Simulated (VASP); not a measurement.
Si, 4 atoms in the cell. It takes space group Cm (No. 8, monoclinic). The conventional cell has a = 6.636 Å, b = 3.831 Å, c = 6.333 Å, α = 90.00°, β = 90.00°, γ = 90.00°. Within 2.8 Å of Si (site symmetry m) lie 3 Si at 2.15 to 2.27 Å. Si (site symmetry m) has 4 Si at 2.35 to 2.37 Å within 3.1 Å. Within 2.8 Å of Si (site symmetry m) lie 4 Si at 2.15 to 2.35 Å. Si (site symmetry m) has 4 Si at 2.27 to 3.02 Å within 3.1 Å.  This cell differs from its parent crystal: atom 1 (Si) moved by (-0.600, +0.300) A along y and z.

```yaml
Program: VASP 6.6.1
Task: single point
Functional: LDA
Potentials_or_basis: VASP PAW LDA potentials, release 64 (Si)
Cutoff: 520 eV
k_mesh: 12 × 12 × 6
Occupations: gaussian, width 0.03 eV
Spin: no spin polarisation
Dipole_correction: no
Further_INCAR_settings: ALGO = Normal; EDIFF = 1e-07; NBANDS = 16
```

Potentials or basis: VASP PAW LDA potentials, release 64 (Si).

Launch:

```console
$ cat potpaw_LDA.64/Si/POTCAR > POTCAR
$ mpirun -np 1 vasp_std > vasp.out
```

Hardware: 1 thread of Intel(R) Xeon(R) 6975P-C (Granite Rapids) (shared host).

Problem. Estimate the wall time of this run.

Solution. Wall time 92 s on 1 thread of Intel(R) Xeon(R) 6975P-C (Granite Rapids) (shared host), peak memory 0.32 GiB. Counts: scf iterations 13, k points 242.
